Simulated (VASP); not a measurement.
A run of VASP 6.6.1 is set up as follows.

Contents of INCAR:

```
PREC = Accurate ; ENCUT = 600
EDIFF = 1E-6 ; ISMEAR = 0
SIGMA = 0.02 ; LREAL = False
LASPH = True ; NELM = 100
ALGO = Normal ; ISIF = 4
LWAVE = False ; LCHARG = False
GGA = PE ; IBRION = 2
NSW = 50 ; EDIFFG = -0.01
```

KPOINTS

```
regular mesh
0
Gamma
  8 8 4
```

Contents of POSCAR:

```
Zn4SeS3
1.0
    3.9392545296      0.0000000000      0.0000000000
    0.0000000000      3.9392545296      0.0000000000
    0.0000000000      0.0000000000     11.1368031765
Zn Se S
4 1 3
Direct
    0.5000000000      0.0000000000      0.8785220000
    0.0000000000      0.5000000000      0.1214780000
    0.5000000000      0.0000000000      0.3648750000
    0.0000000000      0.5000000000      0.6351250000
    0.0000000000      0.0000000000      0.5000000000
    0.0000000000      0.0000000000      0.0000000000
    0.5000000000      0.5000000000      0.2431810000
    0.5000000000      0.5000000000      0.7568190000
```

Potentials or basis: VASP PAW PBE potentials, release 64 (Zn, Se, S).

Run with:

```console
$ cat potpaw_PBE.64/Zn/POTCAR potpaw_PBE.64/Se/POTCAR potpaw_PBE.64/S/POTCAR > POTCAR
$ mpirun -np 1 vasp_std > vasp.out
```

Estimate the band gap on the k mesh.

1.57 eV.

Final structure:
```yaml
crystal:
  lattice:
    - [3.93925, 0.00000, 0.00000]
    - [0.00000, 3.93925, 0.00000]
    - [0.00000, 0.00000, 11.13680]
  atoms:
    - { symbol: Zn, position: [0.50000, 0.00000, 0.87852] }
    - { symbol: Zn, position: [0.00000, 0.50000, 0.12148] }
    - { symbol: Zn, position: [0.50000, 0.00000, 0.36488] }
    - { symbol: Zn, position: [0.00000, 0.50000, 0.63513] }
    - { symbol: Se, position: [0.00000, 0.00000, 0.50000] }
    - { symbol: S, position: [0.00000, 0.00000, 0.00000] }
    - { symbol: S, position: [0.50000, 0.50000, 0.24318] }
    - { symbol: S, position: [0.50000, 0.50000, 0.75682] }
```

Caveat: the relaxation stopped at its first step, so nothing moved. A k mesh can miss the band edges.
